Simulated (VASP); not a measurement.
# MnPt2 (P-3m1) in VASP: single point with PBEsol

Aim: the single point of MnPt2 with PBEsol.

All numbers are computed with VASP 6.6.1; they aren't measurements. Logs are shortened: lines on timing, memory, paths and dates and some standing lists are left out, and cuts for length are marked.

## Step 1: The cell of the first run

Symmetry: P-3m1, No. 164, trigonal system. Conventional cell: a = 2.693 Å, b = 2.693 Å, c = 6.504 Å, α = 90.00°, β = 90.00°, γ = 120.00°. Within 3.4 Å of Mn (site symmetry -3m) lie 6 Pt at 2.57 Å and 6 Mn at 2.69 Å. Pt (site symmetry 3m) has 3 Mn at 2.57 Å and 9 Pt at 2.69 to 2.88 Å within 3.4 Å.

## Step 2: Single point, PBEsol

INCAR

```
SYSTEM = MnPt2
ALGO = Fast
EDIFF = 1E-6
ENCUT = 520
GGA = PS
ISIF = 2
ISMEAR = 0
LASPH = .True.
LCHARG = .True.
LELF = .True.
LREAL = .False.
LVHAR = .True.
LWAVE = .False.
NBANDS = 24
NELM = 60
PREC = Accurate
SIGMA = 0.1
```

KPOINTS

```
k-points
0
Gamma
  18 18 8
  0 0 0
```

POSCAR

```
MnPt2
1.0
    2.6932484106      0.0000000000      0.0000000000
   -1.3466242053      2.3324215423      0.0000000000
    0.0000000000      0.0000000000      6.5044098865
Mn Pt
1 2
Direct
    0.0000000000      0.0000000000      0.0000000000
    0.3333333333      0.6666666667      0.6858943505
    0.6666666667      0.3333333333      0.3141056495
```

Potentials or basis: VASP PAW PBE potentials, release 64 (Mn_pv, Pt).

Launch:

```
$ cat potpaw_PBE.64/Mn_pv/POTCAR potpaw_PBE.64/Pt/POTCAR > POTCAR
$ mpirun -np 1 vasp_std > vasp.out
```

OUTCAR:

```text
SYSTEM = MnPt2
   EDIFF = 1E-6
   ENCUT = 520
   GGA = PS
   ISIF = 2
   ISMEAR = 0
   LASPH = .True.
   LREAL = .False.
   NELM = 60
   PREC = Accurate

 ion  position               nearest neighbor table
   1  0.000  0.000  0.000-   2 2.57   3 2.57   3 2.57   2 2.57   3 2.57   2 2.57
   2  0.333  0.667  0.686-   1 2.57   1 2.57   1 2.57   3 2.88   3 2.88   3 2.88
   3  0.667  0.333  0.314-   1 2.57   1 2.57   1 2.57   2 2.88   2 2.88   2 2.88

  LATTYP: Found a hexagonal cell.
 ALAT       =     2.6932484106
 C/A-ratio  =     2.4150798199

  Lattice vectors:

 A1 = (   2.6932484106,   0.0000000000,   0.0000000000)
 A2 = (  -1.3466242053,   2.3324215423,   0.0000000000)
 A3 = (   0.0000000000,   0.0000000000,   6.5044098865)

Analysis of symmetry for initial positions (statically):
=====================================================================
 Subroutine PRICEL returns:
 Original cell was already a primitive cell.

 Routine SETGRP: Setting up the symmetry group for a
 hexagonal supercell.

 Subroutine GETGRP returns: Found 12 space group operations
 (whereof 12 operations were pure point group operations)
 out of a pool of 24 trial point group operations.

The static configuration has the point symmetry D_3d.

Analysis of symmetry for dynamics (positions and initial velocities):
=====================================================================
 Subroutine PRICEL returns:
 Original cell was already a primitive cell.

 Routine SETGRP: Setting up the symmetry group for a
 hexagonal supercell.

 Subroutine GETGRP returns: Found 12 space group operations
 (whereof 12 operations were pure point group operations)
 out of a pool of 24 trial point group operations.

The dynamic configuration has the point symmetry D_3d.

 Subroutine INISYM returns: Found 12 space group operations
 (whereof 12 operations are pure point group operations),
 and found     1 'primitive' translations

----------------------------------------------------------------------------------------

                                     Primitive cell

  volume of cell :      40.8593

  direct lattice vectors                    reciprocal lattice vectors
     2.693248411  0.000000000  0.000000000     0.371298836  0.214369483  0.000000000
    -1.346624205  2.332421542  0.000000000     0.000000000  0.428738966  0.000000000
     0.000000000  0.000000000  6.504409887     0.000000000  0.000000000  0.153741849
[... 78 lines left out ...]
   ISTART =      0    job   : 0-new  1-cont  2-samecut
   ICHARG =      2    charge: 1-file 2-atom 10-const
   ISPIN  =      1    spin polarized calculation?
   LNONCOLLINEAR =      F non collinear calculations
   LSORBIT =      F    spin-orbit coupling
   LASPH  =      T    aspherical Exc in radial PAW
   ENCUT  =  520.0 eV  38.22 Ry    6.18 a.u.   5.01  5.01 12.09*2*pi/ulx,y,z
   NELM   =     60;   NELMIN=  2; NELMDL= -5     # of ELM steps
   EDIFF  = 0.1E-05   stopping-criterion for ELM
   LREAL  =      F    real-space projection
   EDIFFG = 0.1E-04   stopping-criterion for IOM
   NSW    =      0    number of steps for IOM
   IBRION =     -1    ionic relax: 0-MD 1-quasi-New 2-CG
   NFREE  =      0    steps in history (QN), initial steepest desc. (CG)
   ISIF   =      2    stress and relaxation
   ISYM   =      2    0-nonsym 1-usesym 2-fastsym
   POTIM  = 0.5000    time-step for ionic-motion
   TEBEG  =    0.0;   TEEND  =   0.0 temperature during run
   PSTRESS=    0.0 pullay stress
   NELECT =      33.0000    total number of electrons
   NUPDOWN=      -1.0000    fix difference up-down
   EMIN   =  10.00;   EMAX   =-10.00  energy-range for DOS
   EFERMI =   0.00;   METHOD = LEGACY
   ISMEAR =     0;   SIGMA  =   0.10  broadening in eV -4-tet -1-fermi 0-gaus
   EFERMI_NEDOS =   21; number of points for ismear=-14 and -15
   IALGO  =     68    algorithm
   IMIX   =      4    mixing-type and parameters
     AMIX     =   0.40;   BMIX     =  1.00
     AMIX_MAG =   1.60;   BMIX_MAG =  1.00
  volume/ion in A,a.u.               =      13.62        91.91
  Fermi-wavevector in a.u.,A,eV,Ry     =   1.524576  2.881031 31.624449  2.324331
  Thomas-Fermi vector in A             =   2.632864
   LORBIT       =      0    0 simple, 1 ext, 2 COOP (PROOUT), +10 PAW based schemes
   GGA     = PS    functional components
   LHFCALC =     F    Hartree Fock is set to
   AEXX    =    0.0000 exact exchange contribution
   IVDW    =     0    specifies the selected vdW correction
   LEPSILON=     F    determine dielectric tensor
   LRPA    =     F    only Hartree local field effects (RPA)
 non-spin polarized calculation
 RMM-DIIS sequential band-by-band and
 Gauss-broadening in eV      SIGMA  =   0.10
  energy-cutoff  :      520.00
  volume of cell :       40.86
 maximum number of plane-waves:      1121
   NGX =  9   NGY =  9   NGZ = 25

 number of electron      33.0000007 magnetization

 Free energy of the ion-electron system (eV)
  ---------------------------------------------------
  ext. energy  EPLUGINS =         0.00000000
  ---------------------------------------------------
  free energy    TOTEN  =       -23.70887914 eV

  energy without entropy =      -23.68688643  energy(sigma->0) =      -23.69788279

 E-fermi :  11.3140     XC(G=0): -13.7735

 val. band max:       11.3107285789   @ k =   0.4444   0.0556   0.5000
 cond. band min:      11.3149788558   @ k =   0.3889   0.1667   0.5000
 fundamental gap:      0.0042502770
 Fermi energy:        11.3140247002

 k-point     1 :       0.0000    0.0000    0.0000
  band No.  band energies     occupation
      1     -36.8471      2.00000
      2     -36.5184      2.00000
      3     -36.5184      2.00000
      4       0.9010      2.00000
      5       2.8795      2.00000
      6       4.9547      2.00000
[... 637 lines left out ...]
     23      19.8243      0.00000
     24      21.5275      0.00000

 [... further k-points ...]
[... 5 lines left out ...]
  --------------------------------------------------------------------------------------
  -------------------------------------------------------------------------------------
  Total       -0.0896262     -0.0896262     -0.0463371      0.0000000      0.0000000      0.0000000
  in kB       -3.5144254     -3.5144254     -1.8169720      0.0000000      0.0000000      0.0000000
  external PRESSURE =      -2.9486076 kB  Pullay stress =       0.0000000 kB

 VOLUME and BASIS-vectors are now :
 -----------------------------------------------------------------------------
  energy-cutoff  :      520.00
  volume of cell :       40.86
      direct lattice vectors                 reciprocal lattice vectors
     2.693248411  0.000000000  0.000000000     0.371298836  0.214369483  0.000000000
    -1.346624205  2.332421542  0.000000000     0.000000000  0.428738966  0.000000000
     0.000000000  0.000000000  6.504409887     0.000000000  0.000000000  0.153741849

 POSITION                                       TOTAL-FORCE (eV/Angst)
 -----------------------------------------------------------------------------------
      0.00000      0.00000      0.00000         0.000000      0.000000     -0.000000
     -0.00000      1.55495      4.46134        -0.000000      0.000000     -0.007000
      1.34662      0.77747      2.04307        -0.000000      0.000000      0.007000
 -----------------------------------------------------------------------------------
    total drift:                                0.000000      0.000000     -0.000000

  FREE ENERGIE OF THE ION-ELECTRON SYSTEM (eV)
  ---------------------------------------------------
  free  energy   TOTEN  =       -23.7088791388 eV

  energy  without entropy=      -23.6868864321  energy(sigma->0) =      -23.69788279
```

stdout:

```text
POSCAR found type information on POSCAR MnPt
 POSCAR found :  2 types and       3 ions
 scaLAPACK will be used
 -----------------------------------------------------------------------------
|                                                                             |
|                                                                             |
|     You enforced a specific xc type in the INCAR file but a different       |
|     I HOPE YOU KNOW WHAT YOU ARE DOING!                                     |
|                                                                             |
 -----------------------------------------------------------------------------

 LDA part: xc-table for (Slater+PW92), standard interpolation
 POSCAR, INCAR and KPOINTS ok, starting setup
 FFT: planning ... GRIDC
 FFT: planning ... GRID_SOFT
 FFT: planning ... GRID
 WAVECAR not read
 entering main loop
```

Run time: 2.4 min. Hardware: 1 thread of Intel Xeon Platinum 8488C (Sapphire Rapids), shared host; peak memory 0.35 GiB.

Results:

* Free energy: -23.7089 eV
* Pressure: -0.3 GPa
* Largest force: 0.007 eV/Å
* Band gap on the k mesh: zero (an odd number of electrons rules out a gap without spin polarisation)

Forces in eV/Å, atoms in the order of the input:
```
Mn   0.000  0.000  0.000
Pt   0.000  0.000 -0.007
Pt   0.000  0.000  0.007
```

Levels at points of the mesh, in eV from the Fermi level:
| k point | band 14 | band 15 | band 16 | band 17 | band 18 | band 19 | band 20 | band 21 |
| --- | --- | --- | --- | --- | --- | --- | --- | --- |
| (0.00, 0.00, 0.00) | -2.48 | -1.47 | -1.26 | -1.26 | -0.46 | -0.46 | 0.39 | 0.39 |
| (0.50, 0.00, 0.00) | 0.09 | 0.10 | 0.77 | 0.81 | 1.09 | 1.72 | 2.53 | 2.72 |
| (0.00, 0.00, 0.50) | -1.93 | -1.93 | -1.83 | -0.44 | -0.44 | -0.36 | 0.69 | 0.69 |
| (0.50, 0.00, 0.50) | -0.66 | -0.02 | 0.17 | 0.30 | 0.44 | 1.03 | 2.93 | 3.50 |

Caveat: the PAW data sets were made with another functional, which shifts forces and pressure a little; spin-orbit coupling is left out, which moves the levels of the heavy elements; the run has no spin polarisation, though such a crystal can be magnetic.
